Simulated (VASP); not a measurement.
A run of VASP 6.6.1:

File POSCAR:

```
MgO
1.0
    0.0000000000      2.1021680256      2.1021680256
    2.1021680256      0.0000000000      2.1021680256
    2.1021680256      2.1021680256      0.0000000000
Mg O
1 1
Direct
    0.0000000000      0.0000000000      0.0000000000
    0.5000000000      0.5000000000      0.5000000000
```

The input INCAR.step1:

```
PREC = Accurate ; ENCUT = 500
EDIFF = 1E-8 ; ISMEAR = 0
SIGMA = 0.01 ; LREAL = F
LASPH = T ; NELM = 60
ALGO = Normal ; LWAVE = T
LCHARG = F ; GGA = CA
```

INCAR.step2

```
PREC = Accurate ; ENCUT = 500
EDIFF = 1E-8 ; ISMEAR = 0
SIGMA = 0.01 ; LREAL = F
LASPH = T ; NELM = 1
ALGO = Exact ; LWAVE = T
LCHARG = F ; GGA = CA
NBANDS = 94 ; LOPTICS = T
ISTART = 1
```

INCAR.step3

```
PREC = Accurate ; ENCUT = 500
EDIFF = 1E-8 ; ISMEAR = 0
SIGMA = 0.01 ; LREAL = F
LASPH = T ; ALGO = EVGW0
LWAVE = F ; LCHARG = F
GGA = CA ; NELMGW = 1
NBANDS = 94 ; ENCUTGW = 110.0
NOMEGA = 48 ; PRECFOCK = Fast
ISTART = 1 ; NBANDSGW = 12
```

Contents of KPOINTS:

```
Automatic mesh
0
Gamma
  4 4 4
```

Potentials or basis: VASP PAW LDA potentials, release 64 (Mg_GW, O_GW).

Command:

```sh
$ cat potpaw_LDA.64/Mg_GW/POTCAR potpaw_LDA.64/O_GW/POTCAR > POTCAR
$ cp INCAR.step1 INCAR
$ mpirun -np 1 vasp_std > vasp.out
$ cp INCAR.step2 INCAR
$ mpirun -np 1 vasp_std > vasp.out
$ cp INCAR.step3 INCAR
$ mpirun -np 1 vasp_std > vasp.out
```

Hardware: 1 thread of AMD EPYC 7R13 (shared host).

**Question.** How long does it take, and how much memory?

**Answer.** Run time: 63 s on 1 thread of AMD EPYC 7R13, on a shared host, peak memory 0.15 GiB. Counts: k points 8.
